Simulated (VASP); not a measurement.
Wanted: the native input for a VASP 6.6.1 run.

```yaml
Task: single point
Functional: PBEsol
Potentials_or_basis: VASP PAW PBE potentials, release 64 (Al, Ru_pv)
Cutoff: 520 eV
k_mesh: 16 × 16 × 16
Occupations: gaussian, width 0.15 eV
Spin: no spin polarisation
Dipole_correction: no
Further_INCAR_settings: ALGO = Fast; EDIFF = 1e-06; NBANDS = 16
```

The structure of AlRu lies in POSCAR:

```
AlRu
1.0
    2.9916000000      0.0000000000      0.0000000000
    0.0000000000      2.9916000000      0.0000000000
    0.0000000000      0.0000000000      2.9916000000
Al Ru
1 1
Direct
    0.0000000000      0.0250701966      0.0000000000
    0.5000000000      0.5000000000      0.5000000000
```

This cell differs from its parent crystal: all Al atoms moved +0.075 Å, as atom 1 along Cartesian [0 1 0].

The input as run:

INCAR

```
SYSTEM = AlRu
ALGO     = Fast           ! electronic algorithm
EDIFF    = 1E-6           ! SCF threshold, eV
ENCUT    = 520            ! plane-wave cutoff, eV
GGA      = PS             ! functional
ISIF     = 2              ! what is computed and relaxed
ISMEAR   = 0              ! smearing method
LASPH    = .True.         ! aspherical terms in the spheres
LCHARG   = .False.        ! write CHGCAR
LREAL    = .False.        ! projectors in reciprocal space
LWAVE    = .False.        ! write WAVECAR
NBANDS   = 16             ! bands
NELM     = 60             ! most SCF steps
PREC     = Accurate       ! precision mode
SIGMA    = 0.15           ! smearing width, eV
```

KPOINTS

```
k-points
0
Gamma
  16 16 16
  0 0 0
```

Potentials or basis: VASP PAW PBE potentials, release 64 (Al, Ru_pv).

The run is started by

```sh
$ cat potpaw_PBE.64/Al/POTCAR potpaw_PBE.64/Ru_pv/POTCAR > POTCAR
$ mpirun -np 1 vasp_std > vasp.out
```

It gave:

```yaml
Pressure: -2.7 GPa
Largest_force: 0.575 eV/Å
Band_gap_on_the_k_mesh: zero (an odd number of electrons rules out a gap without spin polarisation)
```

Caveat: the cell differs from its parent crystal (all Al atoms moved +0.075 Å, as atom 1 along Cartesian [0 1 0]); the PAW data sets were made with another functional, which shifts forces and pressure a little.

Run time: 2.9 min on 1 thread of Intel Xeon 8259CL (shared host), peak memory 0.28 GiB.
